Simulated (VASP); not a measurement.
## GaN: single point with PBE

The system is GaN.

```
CELL_PARAMETERS angstrom
3.25950 0.00000 0.00000
-1.62975 2.82281 0.00000
0.00000 0.00000 5.16600
ATOMIC_POSITIONS crystal
Ga 0.33333 0.66667 0.00000
Ga 0.66667 0.33333 0.50000
N 0.33333 0.66667 0.37500
N 0.66667 0.33333 0.87500
```

This cell differs from its parent crystal: strain +0.025 along x and y, +0.000 along z.

```
Program                : VASP 6.6.1
Task                   : single point
Functional             : PBE
Potentials or basis    : VASP PAW PBE potentials, release 64 (Ga_d, N)
Cutoff                 : 520 eV
k mesh                 : 12 × 12 × 6
Occupations            : gaussian, width 0.05 eV
Spin                   : no spin polarisation
Dipole correction      : no
Further INCAR settings : ALGO = Normal; EDIFF = 1e-07; NBANDS = 26
```

```yaml
Pressure: -1.4 GPa
Largest_force: 0.362 eV/Å
Band_gap_on_the_k_mesh: 1.68 eV, direct
```

Forces in eV/Å, atoms in the order of the input:
```
Ga   0.000  0.000 -0.362
Ga   0.000  0.000 -0.362
N    0.000  0.000  0.362
N    0.000  0.000  0.362
```

Stress tensor (GPa, compression positive):
```
-4.85  0.00  0.00
 0.00 -4.85  0.00
 0.00  0.00  5.59
```

Levels at points of the mesh, in eV from the valence-band top:
```
           k point  band 15  band 16  band 17  band 18  band 19  band 20  band 21  band 22
(0.00, 0.00, 0.00)    -1.10    -0.01    -0.01     0.00     1.68     3.78     9.17     9.45
(0.50, 0.00, 0.00)    -4.07    -2.69    -2.13    -0.88     4.79     5.33     6.13     8.33
(0.00, 0.00, 0.50)    -0.56    -0.56    -0.56    -0.56     3.92     3.92     8.43     8.43
(0.50, 0.00, 0.50)    -1.86    -1.86    -1.73    -1.73     4.33     4.33     7.60     7.60
```

It took 56 s on 1 thread of AMD EPYC 9R45 96-Core Processor (Zen 5), on a shared host, peak memory 0.18 GiB.

Caveat: the cell differs from its parent crystal (strain +0.025 along x and y, +0.000 along z).
